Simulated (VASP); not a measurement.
A run of VASP 6.6.1:

POSCAR

```
NaH
1.0
    2.8960176000      0.0000000000      0.0000000000
    0.0000000000      2.8960176000      0.0000000000
    0.0000000000      0.0000000000      2.9551200000
Na H
1 1
Direct
    0.0000000000      0.0000000000      0.0000000000
    0.5000000000      0.5000000000      0.5000000000
```

File INCAR.step1:

```
PREC = Accurate
ENCUT = 520
ISMEAR = 0
SIGMA = 0.02
LREAL = F
LASPH = T
NELM = 100
NBANDS = 11
GGA = PE
ALGO = Normal
EDIFF = 1E-4
LWAVE = T
LCHARG = F
```

Contents of INCAR.step2:

```
PREC = Accurate
ENCUT = 520
EDIFF = 1E-6
ISMEAR = 0
SIGMA = 0.02
LREAL = F
LASPH = T
NELM = 100
ALGO = Normal
ISIF = 2
LWAVE = F
LCHARG = F
METAGGA = R2SCAN
LMIXTAU = T
NBANDS = 11
ISTART = 1
```

KPOINTS

```
Automatic mesh
0
Gamma
  6 6 6
```

Potentials or basis: VASP PAW PBE potentials, release 64 (Na_pv, H).

Run with:

```sh
$ cat potpaw_PBE.64/Na_pv/POTCAR potpaw_PBE.64/H/POTCAR > POTCAR
$ cp INCAR.step1 INCAR
$ mpirun -np 1 vasp_std > vasp.out
$ cp INCAR.step2 INCAR
$ mpirun -np 1 vasp_std > vasp.out
```

Hardware: 1 thread of AMD EPYC 7R13 Processor (Zen 3), on a shared host.

Problem. Estimate the wall time of this run.

Solution. Wall time 42 s on 1 thread of AMD EPYC 7R13 Processor (Zen 3) (shared host), peak memory 0.11 GiB. Counts: k points 40.
